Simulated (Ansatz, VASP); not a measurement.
# Li2O in VASP and in Ansatz

```
Li O
1.0
     0.00000    4.62605    4.62605
     4.62605    0.00000    4.62605
     4.62605    4.62605    0.00000
Li O
16 8
Direct
  0.12500 0.12500 0.12500
  0.12500 0.12500 0.62500
  0.12500 0.62500 0.12500
  0.12500 0.62500 0.62500
  0.62500 0.12500 0.12500
  0.62500 0.12500 0.62500
  0.62500 0.62500 0.12500
  0.62500 0.62500 0.62500
  0.37500 0.37500 0.37500
  0.37500 0.37500 0.87500
  0.37500 0.87500 0.37500
  0.37500 0.87500 0.87500
  0.87500 0.37500 0.37500
  0.87500 0.37500 0.87500
  0.87500 0.87500 0.37500
  0.87500 0.87500 0.87500
  0.50000 0.00000 0.00000
  0.50000 0.00000 0.50000
  0.50000 0.50000 0.00000
  0.50000 0.50000 0.50000
  0.00000 0.00000 0.00000
  0.00000 0.00000 0.50000
  0.00000 0.50000 0.00000
  0.00000 0.50000 0.50000
```

Alike in both runs: task single point; functional PBE; k mesh 3 × 3 × 3; occupations gaussian, width 0.02 eV; no spin polarisation.

```csv
,VASP,Ansatz
version,VASP 6.6.1,Ansatz 0.2.0
potentials or method,"VASP PAW PBE potentials, release 64 (Li_sv, O)","scalar-relativistic, plane waves, PAW"
plane-wave cutoff (eV),750,420
valence electrons in the cell,96,96
```

```csv
,VASP,Ansatz,Ansatz less VASP
gap on the k mesh at the Fermi level (eV),4.97,4.98,+0.013
least direct gap on the mesh (eV),4.97,4.98,+0.013
pressure (GPa),-0.3,0.0,+0.34
```
